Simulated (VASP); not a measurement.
# PbO (P-6m2) in VASP: a series of runs

PbO is run at these levels: PBE; tasks: single point.

Program: VASP 6.6.1. These are calculated values, not measurements. Logs are shortened: lines on timing, memory, paths and dates and some standing lists are left out, and cuts for length are marked.

**1. The cell of the first run**

Symmetry: P-6m2, No. 187, hexagonal system. The conventional cell has a = 3.624 Å, b = 3.624 Å, c = 3.322 Å, α = 90.00°, β = 90.00°, γ = 120.00°. Pb (site symmetry -6m2) has 6 O at 2.67 Å and 8 Pb at 3.32 to 3.62 Å within 3.7 Å. Within 3.7 Å of O (site symmetry -6m2) lie 6 Pb at 2.67 Å and 8 O at 3.32 to 3.62 Å.

**2. Single point, PBE (18.89 Å³/atom)**

INCAR

```
PREC = Accurate
ENCUT = 520
EDIFF = 1E-6
ISMEAR = 0
SIGMA = 0.05
LREAL = F
LASPH = T
NELM = 100
ALGO = Normal
ISIF = 2
LWAVE = F
LCHARG = F
GGA = PE
NBANDS = 17
```

KPOINTS

```
regular mesh
0
Gamma
  12 12 10
```

POSCAR

```
PbO
1.0
    3.6237571975      0.0000000000      0.0000000000
   -1.8118785988      3.1382657902      0.0000000000
    0.0000000000      0.0000000000      3.3220345699
Pb O
1 1
Direct
    0.0000000000      0.0000000000      0.0000000000
    0.6666666667      0.3333333333      0.5000000000
```

Potentials or basis: VASP PAW PBE potentials, release 64 (Pb_d, O).

Launch:

```sh
> cat potpaw_PBE.64/Pb_d/POTCAR potpaw_PBE.64/O/POTCAR > POTCAR
> mpirun -np 1 vasp_std > vasp.out
```

OUTCAR:

```text
PREC = Accurate
   ENCUT = 520
   EDIFF = 1E-6
   ISMEAR = 0
   LREAL = F
   LASPH = T
   NELM = 100
   ISIF = 2
   GGA = PE

 ion  position               nearest neighbor table
   1  0.000  0.000  0.000-   2 2.67   2 2.67   2 2.67   2 2.67   2 2.67   2 2.67
   2  0.667  0.333  0.500-   1 2.67   1 2.67   1 2.67   1 2.67   1 2.67   1 2.67

  LATTYP: Found a hexagonal cell.
 ALAT       =     3.6237571975
 C/A-ratio  =     0.9167376259

  Lattice vectors:

 A1 = (   3.6237571975,   0.0000000000,   0.0000000000)
 A2 = (  -1.8118785988,   3.1382657902,   0.0000000000)
 A3 = (   0.0000000000,   0.0000000000,   3.3220345699)

Analysis of symmetry for initial positions (statically):
=====================================================================
 Subroutine PRICEL returns:
 Original cell was already a primitive cell.

 Routine SETGRP: Setting up the symmetry group for a
 hexagonal supercell.

 Subroutine GETGRP returns: Found 12 space group operations
 (whereof 12 operations were pure point group operations)
 out of a pool of 24 trial point group operations.

The static configuration has the point symmetry D_3h.

Analysis of symmetry for dynamics (positions and initial velocities):
=====================================================================
 Subroutine PRICEL returns:
 Original cell was already a primitive cell.

 Routine SETGRP: Setting up the symmetry group for a
 hexagonal supercell.

 Subroutine GETGRP returns: Found 12 space group operations
 (whereof 12 operations were pure point group operations)
 out of a pool of 24 trial point group operations.

The dynamic configuration has the point symmetry D_3h.

 Subroutine INISYM returns: Found 12 space group operations
 (whereof 12 operations are pure point group operations),
 and found     1 'primitive' translations

----------------------------------------------------------------------------------------

                                     Primitive cell

  volume of cell :      37.7792

  direct lattice vectors                    reciprocal lattice vectors
     3.623757197  0.000000000  0.000000000     0.275956679  0.159323663  0.000000000
    -1.811878599  3.138265790  0.000000000     0.000000000  0.318647325  0.000000000
     0.000000000  0.000000000  3.322034570     0.000000000  0.000000000  0.301020347

  length of vectors
[... 79 lines left out ...]
   LASPH  =      T    aspherical Exc in radial PAW
   ENCUT  =  520.0 eV  38.22 Ry    6.18 a.u.   6.74  6.74  6.18*2*pi/ulx,y,z
   NELM   =    100;   NELMIN=  2; NELMDL= -5     # of ELM steps
   EDIFF  = 0.1E-05   stopping-criterion for ELM
   LREAL  =      F    real-space projection
   EDIFFG = 0.1E-04   stopping-criterion for IOM
   NSW    =      0    number of steps for IOM
   IBRION =     -1    ionic relax: 0-MD 1-quasi-New 2-CG
   NFREE  =      0    steps in history (QN), initial steepest desc. (CG)
   ISIF   =      2    stress and relaxation
   ISYM   =      2    0-nonsym 1-usesym 2-fastsym
   POTIM  = 0.5000    time-step for ionic-motion
   TEBEG  =    0.0;   TEEND  =   0.0 temperature during run
   PSTRESS=    0.0 pullay stress
   NELECT =      20.0000    total number of electrons
   NUPDOWN=      -1.0000    fix difference up-down
   EMIN   =  10.00;   EMAX   =-10.00  energy-range for DOS
   EFERMI =   0.00;   METHOD = LEGACY
   ISMEAR =     0;   SIGMA  =   0.05  broadening in eV -4-tet -1-fermi 0-gaus
   EFERMI_NEDOS =   21; number of points for ismear=-14 and -15
   IALGO  =     38    algorithm
   IMIX   =      4    mixing-type and parameters
     AMIX     =   0.40;   BMIX     =  1.00
     AMIX_MAG =   1.60;   BMIX_MAG =  1.00
  volume/ion in A,a.u.               =      18.89       127.47
  Fermi-wavevector in a.u.,A,eV,Ry     =   1.324343  2.502646 23.863049  1.753885
  Thomas-Fermi vector in A             =   2.453885
   LORBIT       =      0    0 simple, 1 ext, 2 COOP (PROOUT), +10 PAW based schemes
   GGA     = PE    functional components
   LHFCALC =     F    Hartree Fock is set to
   AEXX    =    0.0000 exact exchange contribution
   IVDW    =     0    specifies the selected vdW correction
   LEPSILON=     F    determine dielectric tensor
   LRPA    =     F    only Hartree local field effects (RPA)
 non-spin polarized calculation
 Gauss-broadening in eV      SIGMA  =   0.05
  energy-cutoff  :      520.00
  volume of cell :       37.78
 maximum number of plane-waves:      1044
 NGX is ok and might be reduce to    28
   NGX = 13   NGY = 13   NGZ = 13

 number of electron      20.0000004 magnetization

 Free energy of the ion-electron system (eV)
  ---------------------------------------------------
  ext. energy  EPLUGINS =         0.00000000
  ---------------------------------------------------
  free energy    TOTEN  =       -10.16047299 eV

  energy without entropy =      -10.16041750  energy(sigma->0) =      -10.16044524

 E-fermi :   5.9479     XC(G=0): -10.3250

 val. band max:        5.9347294470   @ k =   0.3333   0.3333   0.0000
 cond. band min:       6.3629863589   @ k =   0.0833   0.0000   0.5000
 fundamental gap:      0.4282569119
 Fermi energy:         5.9479092626

 k-point     1 :       0.0000    0.0000    0.0000
  band No.  band energies     occupation
      1     -11.4434      2.00000
      2     -10.9109      2.00000
      3     -10.7587      2.00000
      4     -10.7587      2.00000
      5     -10.5171      2.00000
      6     -10.5171      2.00000
[... 457 lines left out ...]
      4     -10.6162      2.00000
      5     -10.5453      2.00000
      6     -10.2974      2.00000
[... 9 lines left out ...]
     16      20.3976      0.00000
     17      21.3406      0.00000

 [... further k-points ...]

------------------------ aborting loop because EDIFF is reached ----------------------------------------

  FORCE on cell =-STRESS in cart. coord.  units (eV):
  Direction    XX          YY          ZZ          XY          YZ          ZX
  --------------------------------------------------------------------------------------
  -------------------------------------------------------------------------------------
  Total       -0.6923717     -0.6923717     -0.6965371      0.0000000      0.0000000     -0.0000000
  in kB      -29.3627653    -29.3627653    -29.5394134      0.0000000      0.0000000     -0.0000000
  external PRESSURE =     -29.4216480 kB  Pullay stress =       0.0000000 kB

 VOLUME and BASIS-vectors are now :
 -----------------------------------------------------------------------------
  energy-cutoff  :      520.00
  volume of cell :       37.78
      direct lattice vectors                 reciprocal lattice vectors
     3.623757197  0.000000000  0.000000000     0.275956679  0.159323663  0.000000000
    -1.811878599  3.138265790  0.000000000     0.000000000  0.318647325  0.000000000
     0.000000000  0.000000000  3.322034570     0.000000000  0.000000000  0.301020347

 POSITION                                       TOTAL-FORCE (eV/Angst)
 -----------------------------------------------------------------------------------
      0.00000      0.00000      0.00000        -0.000000      0.000000      0.000000
      1.81188      1.04609      1.66102         0.000000      0.000000      0.000000
 -----------------------------------------------------------------------------------
    total drift:                                0.000000     -0.000000      0.000000

  FREE ENERGIE OF THE ION-ELECTRON SYSTEM (eV)
  ---------------------------------------------------
  free  energy   TOTEN  =       -10.1604729918 eV

  energy  without entropy=      -10.1604174977  energy(sigma->0) =      -10.16044524
```

stdout:

```text
POSCAR found type information on POSCAR PbO
 POSCAR found :  2 types and       2 ions
 scaLAPACK will be used
 LDA part: xc-table for (Slater+PW92), standard interpolation
 POSCAR, INCAR and KPOINTS ok, starting setup
 FFT: planning ... GRIDC
 FFT: planning ... GRID_SOFT
 FFT: planning ... GRID
 WAVECAR not read
 entering main loop
```

Run time: 1.9 min. Hardware: 1 thread of Intel Xeon 8259CL, shared host; peak memory 0.21 GiB.

What came out:

| Quantity | Value |
| --- | --- |
| Free energy | -10.1605 eV |
| Pressure | -2.9 GPa |
| Band gap on the k mesh | zero (bands 10 and 11 overlap by 0.01 eV) |

Caveat: semilocal functionals underestimate gaps, and a narrow one can read as zero; spin-orbit coupling is left out, which moves the levels of the heavy elements.

**3. Single point, PBE (19.43 Å³/atom)**

This run uses another cell than the first one, of 19.43 Å³/atom.

INCAR

```
SYSTEM = PbO
  PREC = Accurate
  ENCUT = 520
  EDIFF = 1E-6
  ISMEAR = 0
  SIGMA = 0.05
  LREAL = .FALSE.
  LASPH = .TRUE.
  NELM = 60
  ALGO = Normal
  ISIF = 2
  LWAVE = .FALSE.
  LCHARG = .FALSE.
  GGA = PE
  NBANDS = 17
```

KPOINTS

```
Automatic mesh
0
G
  12 12 10
  0 0 0
```

POSCAR

```
PbO
1.0
    3.6640971470      0.0000000000      0.0000000000
   -1.8320485735      3.1732012113      0.0000000000
    0.0000000000      0.0000000000      3.3430187193
Pb O
1 1
Direct
    0.0000000000      0.0000000000      0.0000000000
    0.6666666667      0.3333333333      0.5000000000
```

Potentials or basis: VASP PAW PBE potentials, release 64 (Pb_d, O).

Launch:

```sh
> cat potpaw_PBE.64/Pb_d/POTCAR potpaw_PBE.64/O/POTCAR > POTCAR
> mpirun -np 1 vasp_std > vasp.out
```

OUTCAR:

```text
SYSTEM = PbO
   PREC = Accurate
   ENCUT = 520
   EDIFF = 1E-6
   ISMEAR = 0
   LREAL = .FALSE.
   LASPH = .TRUE.
   NELM = 60
   ISIF = 2
   GGA = PE

 ion  position               nearest neighbor table
   1  0.000  0.000  0.000-   2 2.70   2 2.70   2 2.70   2 2.70   2 2.70   2 2.70
   2  0.667  0.333  0.500-   1 2.70   1 2.70   1 2.70   1 2.70   1 2.70   1 2.70

  LATTYP: Found a hexagonal cell.
 ALAT       =     3.6640971470
 C/A-ratio  =     0.9123717481

  Lattice vectors:

 A1 = (   3.6640971470,   0.0000000000,   0.0000000000)
 A2 = (  -1.8320485735,   3.1732012113,   0.0000000000)
[... 650 lines left out ...]
      5     -10.8768      2.00000
      6     -10.5929      2.00000
[... 9 lines left out ...]
     16      19.9226      0.00000
     17      20.8485      0.00000

 [... further k-points ...]
[... 5 lines left out ...]
  --------------------------------------------------------------------------------------
  -------------------------------------------------------------------------------------
  Total       -1.1559138     -1.1559138     -1.1611903      0.0000000     -0.0000000      0.0000000
  in kB      -47.6466788    -47.6466788    -47.8641755      0.0000000     -0.0000000      0.0000000
  external PRESSURE =     -47.7191777 kB  Pullay stress =       0.0000000 kB

 VOLUME and BASIS-vectors are now :
 -----------------------------------------------------------------------------
  energy-cutoff  :      520.00
  volume of cell :       38.87
      direct lattice vectors                 reciprocal lattice vectors
     3.664097147  0.000000000  0.000000000     0.272918528  0.157569586  0.000000000
    -1.832048574  3.173201211  0.000000000     0.000000000  0.315139171  0.000000000
     0.000000000  0.000000000  3.343018719     0.000000000  0.000000000  0.299130841

 POSITION                                       TOTAL-FORCE (eV/Angst)
 -----------------------------------------------------------------------------------
      0.00000      0.00000      0.00000         0.000000      0.000000      0.000000
      1.83205      1.05773      1.67151        -0.000000     -0.000000      0.000000
 -----------------------------------------------------------------------------------
    total drift:                               -0.000000      0.000000      0.000000

  FREE ENERGIE OF THE ION-ELECTRON SYSTEM (eV)
  ---------------------------------------------------
  free  energy   TOTEN  =       -10.1349783357 eV

  energy  without entropy=      -10.1349219025  energy(sigma->0) =      -10.13495012
```

OSZICAR:

```text
N       E                     dE             d eps       ncg     rms          rms(c)
DAV:   1     0.173394988780E+03    0.17339E+03   -0.10263E+04  3885   0.137E+03
DAV:   2     0.107772994233E+01   -0.17232E+03   -0.16393E+03  4127   0.348E+02
DAV:   3    -0.122470215312E+02   -0.13325E+02   -0.13243E+02  4621   0.104E+02
DAV:   4    -0.125339465799E+02   -0.28693E+00   -0.28672E+00  4886   0.162E+01
DAV:   5    -0.125426943535E+02   -0.87478E-02   -0.87473E-02  5313   0.276E+00    0.881E+00
DAV:   6    -0.105929216341E+02    0.19498E+01   -0.16550E+01  5362   0.275E+01    0.596E+00
DAV:   7    -0.101659248401E+02    0.42700E+00   -0.27913E+00  4737   0.117E+01    0.153E+00
DAV:   8    -0.102525426628E+02   -0.86618E-01   -0.87016E-01  4778   0.991E+00    0.191E+00
DAV:   9    -0.101340001077E+02    0.11854E+00   -0.26195E-01  4826   0.568E+00    0.249E-01
DAV:  10    -0.101351031554E+02   -0.11030E-02   -0.15105E-02  4236   0.915E-01    0.122E-01
DAV:  11    -0.101350578787E+02    0.45277E-04   -0.86478E-04  5126   0.234E-01    0.592E-02
DAV:  12    -0.101349758193E+02    0.82059E-04   -0.20838E-04  4665   0.161E-01    0.616E-03
DAV:  13    -0.101349786486E+02   -0.28293E-05   -0.13633E-05  4713   0.280E-02    0.788E-03
DAV:  14    -0.101349783357E+02    0.31292E-06   -0.25363E-06  4613   0.188E-02
   1 F= -.10134978E+02 E0= -.10134950E+02  d E =-.564332E-04
```

stdout:

```text
POSCAR found type information on POSCAR PbO
 POSCAR found :  2 types and       2 ions
 scaLAPACK will be used
 LDA part: xc-table for (Slater+PW92), standard interpolation
 POSCAR, INCAR and KPOINTS ok, starting setup
 FFT: planning ... GRIDC
 FFT: planning ... GRID_SOFT
 FFT: planning ... GRID
 WAVECAR not read
 entering main loop
```

Run time: 1.8 min. Hardware: 1 thread of Intel Xeon 8259CL, shared host; peak memory 0.21 GiB.

What came out:

```yaml
Free_energy: -10.1350 eV
Pressure: -4.8 GPa
Band_gap_on_the_k_mesh: zero (filled and empty bands touch)
```

Caveat: the cell stands under tension; semilocal functionals underestimate gaps, and a narrow one can read as zero; spin-orbit coupling is left out, which moves the levels of the heavy elements.

The gap in the log of VASP goes by the Fermi energy; the results here count the filled bands.